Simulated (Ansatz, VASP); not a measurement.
SiC in VASP and in Ansatz

The input INCAR:

```
SYSTEM = SiC
  PREC = Accurate
  ENCUT = 600
  EDIFF = 1E-6
  ISMEAR = 0
  SIGMA = 0.02
  LREAL = .FALSE.
  LASPH = .TRUE.
  NELM = 120
  ALGO = Normal
  ISIF = 2
  LWAVE = .FALSE.
  LCHARG = .FALSE.
  GGA = PE
  NBANDS = 11
  GGA_COMPAT = .FALSE.
```

File KPOINTS:

```
regular mesh
0
G
  10 10 10
  0 0 0
```

File POSCAR:

```
SiC
1.0
    0.0000000000      2.1898716617      2.1898716617
    2.1898716617      0.0000000000      2.1898716617
    2.1898716617      2.1898716617      0.0000000000
Si C
1 1
Direct
    0.0000000000      0.0000000000      0.0000000000
    0.2500000000      0.2500000000      0.2500000000
```

Input for Ansatz:

```yaml
crystal:
  lattice:
    - [0.0, 2.1898716617, 2.1898716617]
    - [2.1898716617, 0.0, 2.1898716617]
    - [2.1898716617, 2.1898716617, 0.0]
  atoms:
    - { symbol: Si, position: [0.0, 0.0, 0.0] }
    - { symbol: C, position: [0.25, 0.25, 0.25] }
basis:
  ecutwfc: 420
kpoints:
  mp_grid: { grid: [10, 10, 10] }
  band_path:
    path:
      - [[0.0, 0.0, 0.0], [-0.5, -0.5, 0.0], [-0.375, -0.375, 0.25]]
      - [[-0.375, 0.0, 0.375], [0.0, 0.0, 0.0], [0.0, 0.0, 0.5], [-0.5, -0.25, 0.25], [-0.5, -0.5, 0.0]]
    npoints: 10
hamiltonian:
  xc: pbe
  pseudopotentials: { kind: paw }
scf:
  occupations: { method: gaussian, width: 0.02 }
  n_extra_bands: 7
output:
  forces: true
  stress: true
  eigenvalues: true
```

Alike in both runs: task single point; functional PBE; k mesh 10 × 10 × 10; occupations gaussian, width 0.02 eV; no spin polarisation.

```csv
,VASP,Ansatz
version,VASP 6.6.1,Ansatz 0.2.0
potentials or method,"VASP PAW PBE potentials, release 64 (Si, C), cutoff 600 eV","scalar-relativistic, plane waves, PAW"
valence electrons in the cell,8,8
```

|  | VASP | Ansatz | Ansatz less VASP |
| --- | --- | --- | --- |
| gap on the k mesh at the Fermi level (eV) | 1.37 | 1.37 | +0.002 |
| least direct gap on the mesh (eV) | 4.53 | 4.53 | +0.003 |
| pressure (GPa) | -0.2 | 0.0 | +0.19 |
